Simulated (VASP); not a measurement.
# LiBe (Fm-3m) in VASP: notebook

The runs below take LiBe through single point, with r2SCAN.

Program: VASP 6.6.1. These are calculated values, not measurements. Logs are shortened: lines on timing, memory, paths and dates and some standing lists are left out, and cuts for length are marked.

### Step 1. The cell of the first run

The structure is cubic, space group Fm-3m (No. 225). Conventional cell: a = 3.803 Å, b = 3.803 Å, c = 3.803 Å, α = 90.00°, β = 90.00°, γ = 90.00°. Li (site symmetry m-3m) has 6 Be at 1.90 Å within 2.5 Å. Be (site symmetry m-3m) has 6 Li at 1.90 Å within 2.5 Å.

### Step 2. Single point, r2SCAN

Contents of POSCAR:

```
LiBe
1.0
    0.0000000000      1.9015021971      1.9015021971
    1.9015021971      0.0000000000      1.9015021971
    1.9015021971      1.9015021971      0.0000000000
Li Be
1 1
Direct
    0.0000000000      0.0000000000      0.0000000000
    0.5000000000      0.5000000000      0.5000000000
```

Contents of INCAR.step1:

```
SYSTEM = LiBe
PREC     = Accurate       ! precision mode
ENCUT    = 830            ! plane-wave cutoff, eV
ISMEAR   = 1              ! smearing method
SIGMA    = 0.1            ! smearing width, eV
LREAL    = .FALSE.        ! projectors in reciprocal space
LASPH    = .TRUE.         ! aspherical terms in the spheres
NELM     = 120            ! most SCF steps
NBANDS   = 10             ! bands
GGA      = PE             ! functional
ALGO     = Normal         ! electronic algorithm
EDIFF    = 1E-5           ! SCF threshold, eV
LWAVE    = .TRUE.         ! write WAVECAR
LCHARG   = .FALSE.        ! write CHGCAR
GGA_COMPAT= .FALSE.
```

Contents of INCAR.step2:

```
SYSTEM = LiBe
PREC     = Accurate       ! precision mode
ENCUT    = 830            ! plane-wave cutoff, eV
EDIFF    = 1E-6           ! SCF threshold, eV
ISMEAR   = 1              ! smearing method
SIGMA    = 0.1            ! smearing width, eV
LREAL    = .FALSE.        ! projectors in reciprocal space
LASPH    = .TRUE.         ! aspherical terms in the spheres
NELM     = 120            ! most SCF steps
ALGO     = Normal         ! electronic algorithm
ISIF     = 2              ! what is computed and relaxed
LWAVE    = .FALSE.        ! write WAVECAR
LCHARG   = .FALSE.        ! write CHGCAR
METAGGA  = R2SCAN         ! meta-GGA
LMIXTAU  = .TRUE.       
NBANDS   = 10             ! bands
ISTART   = 1            
GGA_COMPAT= .FALSE.
```

Contents of KPOINTS:

```
Automatic mesh
0
G
  8 8 8
  0 0 0
```

Potentials or basis: VASP PAW PBE potentials, release 64 (Li_sv, Be).

Started as:

```bash
$ cat potpaw_PBE.64/Li_sv/POTCAR potpaw_PBE.64/Be/POTCAR > POTCAR
$ cp INCAR.step1 INCAR
$ mpirun -np 1 vasp_std > vasp.out
$ cp INCAR.step2 INCAR
$ mpirun -np 1 vasp_std > vasp.out
```

OUTCAR:

```text
SYSTEM = LiBe
   PREC = Accurate
   ENCUT = 830
   EDIFF = 1E-6
   ISMEAR = 1
   LREAL = .FALSE.
   LASPH = .TRUE.
   NELM = 120
   ISIF = 2
   METAGGA = R2SCAN
   ISTART = 1

 ion  position               nearest neighbor table
   1  0.000  0.000  0.000-   2 1.90   2 1.90   2 1.90   2 1.90   2 1.90   2 1.90
   2  0.500  0.500  0.500-   1 1.90   1 1.90   1 1.90   1 1.90   1 1.90   1 1.90

  LATTYP: Found a face centered cubic cell.
 ALAT       =     3.8030043942

  Lattice vectors:

 A1 = (   0.0000000000,   1.9015021971,   1.9015021971)
 A2 = (   1.9015021971,   0.0000000000,   1.9015021971)
 A3 = (   1.9015021971,   1.9015021971,   0.0000000000)

Analysis of symmetry for initial positions (statically):
=====================================================================
 Subroutine PRICEL returns:
 Original cell was already a primitive cell.

 Routine SETGRP: Setting up the symmetry group for a
 face centered cubic supercell.

 Subroutine GETGRP returns: Found 48 space group operations
 (whereof 48 operations were pure point group operations)
 out of a pool of 48 trial point group operations.

The static configuration has the point symmetry O_h .

Analysis of symmetry for dynamics (positions and initial velocities):
=====================================================================
 Subroutine PRICEL returns:
 Original cell was already a primitive cell.

 Routine SETGRP: Setting up the symmetry group for a
 face centered cubic supercell.

 Subroutine GETGRP returns: Found 48 space group operations
 (whereof 48 operations were pure point group operations)
 out of a pool of 48 trial point group operations.

The dynamic configuration has the point symmetry O_h .

 Subroutine INISYM returns: Found 48 space group operations
 (whereof 48 operations are pure point group operations),
 and found     1 'primitive' translations

----------------------------------------------------------------------------------------

                                     Primitive cell

  volume of cell :      13.7506

  direct lattice vectors                    reciprocal lattice vectors
     0.000000000  1.901502197  1.901502197    -0.262949999  0.262949999  0.262949999
     1.901502197  0.000000000  1.901502197     0.262949999 -0.262949999  0.262949999
     1.901502197  1.901502197  0.000000000     0.262949999  0.262949999 -0.262949999

  length of vectors
     2.689130196  2.689130196  2.689130196     0.455442757  0.455442757  0.455442757

  position of ions in fractional coordinates (direct lattice)
     0.000000000  0.000000000  0.000000000
     0.500000000  0.500000000  0.500000000

  ion indices of the primitive-cell ions
   primitive index   ion index
                 1           1
                 2           2

----------------------------------------------------------------------------------------

 KPOINTS: Automatic mesh

Automatic generation of k-mesh.
 Grid dimensions read from file:
 generate k-points for:    8    8    8

 Generating k-lattice:

  Cartesian coordinates                     Fractional coordinates (reciprocal lattice)
    -0.032868750  0.032868750  0.032868750     0.125000000  0.000000000  0.000000000
     0.032868750 -0.032868750  0.032868750     0.000000000  0.125000000  0.000000000
     0.032868750  0.032868750 -0.032868750     0.000000000  0.000000000  0.125000000

  Length of vectors
     0.056930345  0.056930345  0.056930345

  Shift w.r.t. Gamma in fractional coordinates (k-lattice)
     0.000000000  0.000000000  0.000000000

 Subroutine IBZKPT returns following result:
 ===========================================

 Found     29 irreducible k-points:

 Following reciprocal coordinates:
            Coordinates               Weight
  0.000000  0.000000  0.000000      1.000000
  0.125000  0.000000  0.000000      8.000000
  0.250000  0.000000  0.000000      8.000000
  0.375000  0.000000  0.000000      8.000000
  0.500000  0.000000  0.000000      4.000000
  0.125000  0.125000  0.000000      6.000000
[... 16 lines left out ...]
  0.500000  0.250000  0.125000     48.000000
 -0.375000  0.250000  0.125000     24.000000
 [... further k-points ...]
   k-points           NKPTS =     29   k-points in BZ     NKDIM =     29   number of bands    NBANDS=     10
   number of dos      NEDOS =    301   number of ions     NIONS =      2
   total plane-waves  NPLWV =  21952
   dimension x,y,z NGX =    28 NGY =   28 NGZ =   28
   dimension x,y,z NGXF=    56 NGYF=   56 NGZF=   56
   ions per type =               1   1
   NGX,Y,Z   is equivalent  to a cutoff of  17.31, 17.31, 17.31 a.u.
   NGXF,Y,Z  is equivalent  to a cutoff of  34.62, 34.62, 34.62 a.u.
 SYSTEM =  LiBe
   PREC   = accura    normal or accurate (medium, high low for compatibility)
   ISTART =      1    job   : 0-new  1-cont  2-samecut
   ICHARG =      0    charge: 1-file 2-atom 10-const
   ISPIN  =      1    spin polarized calculation?
   LNONCOLLINEAR =      F non collinear calculations
   LSORBIT =      F    spin-orbit coupling
   LASPH  =      T    aspherical Exc in radial PAW
   ENCUT  =  830.0 eV  61.00 Ry    7.81 a.u.   6.32  6.32  6.32*2*pi/ulx,y,z
   NELM   =    120;   NELMIN=  2; NELMDL=  0     # of ELM steps
   EDIFF  = 0.1E-05   stopping-criterion for ELM
   LREAL  =      F    real-space projection
   EDIFFG = 0.1E-04   stopping-criterion for IOM
   NSW    =      0    number of steps for IOM
   IBRION =     -1    ionic relax: 0-MD 1-quasi-New 2-CG
   NFREE  =      0    steps in history (QN), initial steepest desc. (CG)
   ISIF   =      2    stress and relaxation
   ISYM   =      2    0-nonsym 1-usesym 2-fastsym
   POTIM  = 0.5000    time-step for ionic-motion
   TEBEG  =    0.0;   TEEND  =   0.0 temperature during run
   PSTRESS=    0.0 pullay stress
   NELECT =       5.0000    total number of electrons
   NUPDOWN=      -1.0000    fix difference up-down
   EMIN   =  10.00;   EMAX   =-10.00  energy-range for DOS
   EFERMI =   0.00;   METHOD = LEGACY
   ISMEAR =     1;   SIGMA  =   0.10  broadening in eV -4-tet -1-fermi 0-gaus
   EFERMI_NEDOS =   21; number of points for ismear=-14 and -15
   IALGO  =     38    algorithm
   IMIX   =      4    mixing-type and parameters
     AMIX     =   0.40;   BMIX     =  1.00
     AMIX_MAG =   1.60;   BMIX_MAG =  1.00
  volume/ion in A,a.u.               =       6.88        46.40
  Fermi-wavevector in a.u.,A,eV,Ry     =   1.168489  2.208124 18.576943  1.365367
  Thomas-Fermi vector in A             =   2.304975
   LORBIT       =      0    0 simple, 1 ext, 2 COOP (PROOUT), +10 PAW based schemes
   METAGGA = R2SCAN    functional components
   LHFCALC =     F    Hartree Fock is set to
   AEXX    =    0.0000 exact exchange contribution
   IVDW    =     0    specifies the selected vdW correction
   LEPSILON=     F    determine dielectric tensor
   LRPA    =     F    only Hartree local field effects (RPA)
 non-spin polarized calculation
 Methfessel and Paxton  Order N= 1 SIGMA  =   0.10
  energy-cutoff  :      830.00
  volume of cell :       13.75
 maximum number of plane-waves:       757
 NGX is ok and might be reduce to    28
   NGX = 13   NGY = 13   NGZ = 13

 number of electron       5.0000000 magnetization

 Free energy of the ion-electron system (eV)
  ---------------------------------------------------
  ext. energy  EPLUGINS =         0.00000000
  ---------------------------------------------------
  free energy    TOTEN  =        -3.57352603 eV

  energy without entropy =       -3.57137976  energy(sigma->0) =       -3.57281061

 E-fermi :   6.8111     XC(G=0): -11.3821

 val. band max:        6.7856158905   @ k =   0.5000   0.2500   0.1250
 cond. band min:       7.0835617577   @ k =  -0.2500   0.2500   0.0000
 fundamental gap:      0.2979458672
 Fermi energy:         6.8111365870

 k-point     1 :       0.0000    0.0000    0.0000
  band No.  band energies     occupation
      1     -40.6838      2.00000
      2      -1.8238      2.00000
      3      17.5669      0.00000
      4      17.5669      0.00000
      5      17.5669      0.00000
      6      25.3507      0.00000
      7      25.3507      0.00000
      8      25.3507      0.00000
      9      28.4021      0.00000
     10      30.4996      0.00000

 k-point     2 :       0.1250    0.0000    0.0000
  band No.  band energies     occupation
      1     -40.6685      2.00000
      2      -1.5659      2.00000
      3      15.0275      0.00000
      4      17.1600      0.00000
      5      17.1600      0.00000
      6      24.5845      0.00000
      7      26.2608      0.00000
      8      26.2608      0.00000
      9      27.8379      0.00000
     10      27.8379      0.00000

 k-point     3 :       0.2500    0.0000    0.0000
  band No.  band energies     occupation
      1     -40.6316      2.00000
      2      -0.7508      2.00000
      3      10.5527      0.00000
      4      16.5690      0.00000
      5      16.5690      0.00000
      6      23.5931      0.00000
      7      23.5931      0.00000
      8      25.4168      0.00000
      9      30.4473      0.00000
     10      30.4473      0.00000

 k-point     4 :       0.3750    0.0000    0.0000
  band No.  band energies     occupation
      1     -40.5946      2.00000
      2       0.7030      2.00000
      3       6.5370      2.00074
      4      16.3656      0.00000
      5      16.3656      0.00000
      6      21.1431      0.00000
      7      21.1431      0.00000
      8      26.9390      0.00000
      9      32.7260      0.00000
     10      35.2970      0.00000
[... 222 lines left out ...]
 k-point    22 :       0.3750    0.2500    0.1250
  band No.  band energies     occupation
      1     -40.6031      2.00000
      2      -0.0718      2.00000
      3      10.1485      0.00000
      4      12.2552      0.00000
      5      16.1243      0.00000
      6      22.3464      0.00000
      7      22.6969      0.00000
      8      27.3991      0.00000
      9      31.6882      0.00000
     10      34.4101      0.00000

 k-point    23 :       0.5000    0.2500    0.1250
  band No.  band energies     occupation
      1     -40.5727      2.00000
      2       1.3742      2.00000
      3       6.7856      1.41674
      4      11.7336      0.00000
      5      14.2222      0.00000
      6      23.0475      0.00000
      7      25.6712      0.00000
      8      25.9313      0.00000
      9      33.0641      0.00000
     10      36.4306      0.00000

 k-point    24 :      -0.3750    0.2500    0.1250
  band No.  band energies     occupation
      1     -40.5601      2.00000
      2       3.1048      2.00000
      3       4.2688      2.00000
      4      11.9411      0.00000
      5      13.2106      0.00000
      6      23.9477      0.00000
      7      24.2775      0.00000
      8      29.4108      0.00000
      9      31.2677      0.00000
     10      36.7242      0.00000

 [... further k-points ...]

------------------------ aborting loop because EDIFF is reached ----------------------------------------

  FORCE on cell =-STRESS in cart. coord.  units (eV):
  Direction    XX          YY          ZZ          XY          YZ          ZX
  --------------------------------------------------------------------------------------
  -------------------------------------------------------------------------------------
  Total        5.3597087      5.3597087      5.3597087     -0.0000000     -0.0000000     -0.0000000
  in kB      624.4983266    624.4983266    624.4983266     -0.0000000     -0.0000000     -0.0000000
  external PRESSURE =     624.4983266 kB  Pullay stress =       0.0000000 kB

 VOLUME and BASIS-vectors are now :
 -----------------------------------------------------------------------------
  energy-cutoff  :      830.00
  volume of cell :       13.75
      direct lattice vectors                 reciprocal lattice vectors
     0.000000000  1.901502197  1.901502197    -0.262949999  0.262949999  0.262949999
     1.901502197  0.000000000  1.901502197     0.262949999 -0.262949999  0.262949999
     1.901502197  1.901502197  0.000000000     0.262949999  0.262949999 -0.262949999

 POSITION                                       TOTAL-FORCE (eV/Angst)
 -----------------------------------------------------------------------------------
      0.00000      0.00000      0.00000         0.000000      0.000000      0.000000
      1.90150      1.90150      1.90150        -0.000000     -0.000000     -0.000000
 -----------------------------------------------------------------------------------
    total drift:                               -0.000000     -0.000000      0.000000

  FREE ENERGIE OF THE ION-ELECTRON SYSTEM (eV)
  ---------------------------------------------------
  free  energy   TOTEN  =        -3.5735260313 eV

  energy  without entropy=       -3.5713797600  energy(sigma->0) =       -3.57281061
```

Run time: 29 s. Hardware: 1 thread of Intel Xeon Platinum 8488C (Sapphire Rapids), shared host; peak memory 0.16 GiB.

Results:

```yaml
Free_energy: -3.5735 eV
Pressure: 62.4 GPa
Band_gap_on_the_k_mesh: zero (an odd number of electrons rules out a gap without spin polarisation)
```

Levels at points of the mesh, in eV from the Fermi level:
```
           k point  band 1  band 2  band 3  band 4  band 5  band 6  band 7
(0.00, 0.00, 0.00)  -47.49   -8.63   10.76   10.76   10.76   18.54   18.54
(0.50, 0.00, 0.00)  -47.39   -4.52   -2.75    9.60    9.60   13.37   13.37
(0.50, 0.50, 0.00)  -47.35   -4.93    2.82    3.44    3.44    8.97   19.38
```

Caveat: the cell stands under pressure; the PAW data sets were made with another functional, which shifts forces and pressure a little.

### Step 3. Single point, r2SCAN

This run uses another cell than the first one, of 7.70 Å³/atom.

Contents of POSCAR:

```
LiBe
1.0
    0.0000000000      1.9747219990      1.9747219990
    1.9747219990      0.0000000000      1.9747219990
    1.9747219990      1.9747219990      0.0000000000
Li Be
1 1
Direct
    0.0000000000      0.0000000000      0.0000000000
    0.5000000000      0.5000000000      0.5000000000
```

Contents of INCAR.step1:

```
SYSTEM = LiBe
ALGO     = Normal         ! electronic algorithm
EDIFF    = 1E-5           ! SCF threshold, eV
ENCUT    = 830            ! plane-wave cutoff, eV
GGA      = PE             ! functional
GGA_COMPAT= .FALSE.      
ISMEAR   = 1              ! smearing method
LASPH    = .TRUE.         ! aspherical terms in the spheres
LCHARG   = .FALSE.        ! write CHGCAR
LREAL    = .FALSE.        ! projectors in reciprocal space
LWAVE    = .TRUE.         ! write WAVECAR
NBANDS   = 10             ! bands
NELM     = 120            ! most SCF steps
PREC     = Accurate       ! precision mode
SIGMA    = 0.1            ! smearing width, eV
```

Contents of INCAR.step2:

```
SYSTEM = LiBe
ALGO     = Normal         ! electronic algorithm
EDIFF    = 1E-6           ! SCF threshold, eV
ENCUT    = 830            ! plane-wave cutoff, eV
GGA_COMPAT= .FALSE.      
ISIF     = 2              ! what is computed and relaxed
ISMEAR   = 1              ! smearing method
ISTART   = 1            
LASPH    = .TRUE.         ! aspherical terms in the spheres
LCHARG   = .FALSE.        ! write CHGCAR
LMIXTAU  = .TRUE.       
LREAL    = .FALSE.        ! projectors in reciprocal space
LWAVE    = .FALSE.        ! write WAVECAR
METAGGA  = R2SCAN         ! meta-GGA
NBANDS   = 10             ! bands
NELM     = 120            ! most SCF steps
PREC     = Accurate       ! precision mode
SIGMA    = 0.1            ! smearing width, eV
```

Contents of KPOINTS:

```
k-points
0
G
  8 8 8
  0 0 0
```

Potentials or basis: VASP PAW PBE potentials, release 64 (Li_sv, Be).

Started as:

```bash
$ cat potpaw_PBE.64/Li_sv/POTCAR potpaw_PBE.64/Be/POTCAR > POTCAR
$ cp INCAR.step1 INCAR
$ mpirun -np 1 vasp_std > vasp.out
$ cp INCAR.step2 INCAR
$ mpirun -np 1 vasp_std > vasp.out
```

It took 34 s on 1 thread of Intel Xeon Platinum 8488C (Sapphire Rapids), shared host; peak memory 0.15 GiB.

It converged, with:

```yaml
Free_energy: -4.1006 eV
Pressure: 42.2 GPa
Band_gap_on_the_k_mesh: zero (an odd number of electrons rules out a gap without spin polarisation)
```

Levels at points of the mesh, in eV from the Fermi level:
```
           k point  band 1  band 2  band 3  band 4  band 5  band 6
(0.00, 0.00, 0.00)  -47.40   -8.42    9.88    9.88    9.88   17.36
(0.50, 0.00, 0.00)  -47.33   -4.38   -2.68    8.80    8.80   12.57
(0.50, 0.50, 0.00)  -47.30   -4.51    2.08    3.20    3.20    8.51
```

Caveat: the cell stands under pressure; the PAW data sets were made with another functional, which shifts forces and pressure a little.

### Step 4. Single point, r2SCAN

This run uses another cell than the first one, of 9.07 Å³/atom.

Contents of POSCAR:

```
LiBe
1.0
    0.0000000000      2.0853507212      2.0853507212
    2.0853507212      0.0000000000      2.0853507212
    2.0853507212      2.0853507212      0.0000000000
Li Be
1 1
Direct
    0.0000000000      0.0000000000      0.0000000000
    0.5000000000      0.5000000000      0.5000000000
```

Contents of INCAR.step1:

```
PREC = Accurate
ENCUT = 830
ISMEAR = 1
SIGMA = 0.1
LREAL = F
LASPH = T
NELM = 120
NBANDS = 10
GGA = PE
ALGO = Normal
EDIFF = 1E-5
LWAVE = T
LCHARG = F
GGA_COMPAT = F
```

Contents of INCAR.step2:

```
PREC = Accurate
ENCUT = 830
EDIFF = 1E-6
ISMEAR = 1
SIGMA = 0.1
LREAL = F
LASPH = T
NELM = 120
ALGO = Normal
ISIF = 2
LWAVE = F
LCHARG = F
METAGGA = R2SCAN
LMIXTAU = T
NBANDS = 10
ISTART = 1
GGA_COMPAT = F
```

Contents of KPOINTS:

```
Automatic mesh
0
Gamma
  8 8 8
```

Started as:

```bash
$ cat potpaw_PBE.64/Li_sv/POTCAR potpaw_PBE.64/Be/POTCAR > POTCAR
$ cp INCAR.step1 INCAR
$ mpirun -np 1 vasp_std > vasp.out
$ cp INCAR.step2 INCAR
$ mpirun -np 1 vasp_std > vasp.out
```

It took 34 s on 1 thread of Intel Xeon Platinum 8488C (Sapphire Rapids), shared host; peak memory 0.16 GiB.

The run converged. Its results:

| Property | Result |
| --- | --- |
| Free energy | -4.6242 eV |
| Pressure | 21.1 GPa |
| Band gap on the k mesh | zero (an odd number of electrons rules out a gap without spin polarisation) |

Levels at points of the mesh, in eV from the Fermi level:
```tsv
k point	band 1	band 2	band 3	band 4	band 5	band 6	band 7
(0.00, 0.00, 0.00)	-47.34	-8.07	8.72	8.72	8.72	15.84	15.84
(0.50, 0.00, 0.00)	-47.31	-4.16	-2.57	7.77	7.77	11.49	11.49
(0.50, 0.50, 0.00)	-47.29	-3.94	1.17	2.87	2.87	7.92	15.05
```

Caveat: the cell stands under pressure; the PAW data sets were made with another functional, which shifts forces and pressure a little.

### Step 5. Summary

```csv
cell,gap on the mesh (eV),pressure (GPa)
"a = 2.689 Å, angles 60.0°, 2 atoms",none,62.4
"a = 2.793 Å, angles 60.0°, 2 atoms",none,42.2
"a = 2.949 Å, angles 60.0°, 2 atoms",none,21.1
```

Alike in all rows: task single point; level r2SCAN; potentials or basis VASP PAW PBE potentials, release 64 (Li_sv, Be); no spin polarisation; k mesh 8 × 8 × 8; cutoff (eV) 830; smearing methfessel-paxton 0.1 eV.

Caveats: the cell stands under pressure; the PAW data sets were made with another functional, which shifts forces and pressure a little.

Total energies depend on the potentials used, so only differences within one code and one set of settings carry meaning.
